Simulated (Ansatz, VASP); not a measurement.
# One calculation of Au, two programs

File INCAR:

```
PREC     = Accurate       # precision mode
ENCUT    = 520            # plane-wave cutoff, eV
EDIFF    = 1E-7           # SCF threshold, eV
ISMEAR   = 0              # smearing method
SIGMA    = 0.1            # smearing width, eV
LREAL    = False          # projectors in reciprocal space
LASPH    = True           # aspherical terms in the spheres
NELM     = 100            # most SCF steps
ALGO     = Fast           # electronic algorithm
ISIF     = 2              # what is computed and relaxed
LWAVE    = False          # write WAVECAR
LCHARG   = False          # write CHGCAR
GGA      = PE             # functional
NBANDS   = 12             # bands
```

KPOINTS

```
regular mesh
0
Gamma
  18 18 18
```

POSCAR

```
Au
1.0
    0.0000000000      2.1395422062      2.1395422062
    2.1395422062      0.0000000000      2.1395422062
    2.1395422062      2.1395422062      0.0000000000
Au
1
Direct
    0.0000000000      0.0000000000      0.0000000000
```

Input for Ansatz:

```yaml
crystal:
  lattice:
    - [0.0, 2.1395422062, 2.1395422062]
    - [2.1395422062, 0.0, 2.1395422062]
    - [2.1395422062, 2.1395422062, 0.0]
  atoms:
    - { symbol: Au, position: [0.0, 0.0, 0.0] }
basis:
  ecutwfc: 420
kpoints:
  mp_grid: { grid: [18, 18, 18] }
hamiltonian:
  xc: pbe
scf:
  occupations: { method: gaussian, width: 0.1 }
output:
  forces: true
  stress: true
  eigenvalues: true
```

Alike in both runs: task single point; functional PBE; k mesh 18 × 18 × 18; occupations gaussian, width 0.1 eV; no spin polarisation.

```csv
,VASP,Ansatz
version,VASP 6.6.1,Ansatz 0.2.0
potentials or method,"VASP PAW PBE potentials, release 64 (Au), cutoff 520 eV","scalar-relativistic, plane waves, PAW"
valence electrons in the cell,11,19
```

|  | VASP | Ansatz | Ansatz less VASP |
| --- | --- | --- | --- |
| gap on the k mesh at the Fermi level (eV) | none | none | - |
| pressure (GPa) | -9.5 | -9.4 | +0.11 |

A gap of «none» marks a metal or a gap that the smearing closes. VASP's potentials hold 11 valence electrons a cell and Ansatz's 19, so a difference there can come from the potentials and not from the codes.

Spin-orbit coupling is off throughout.
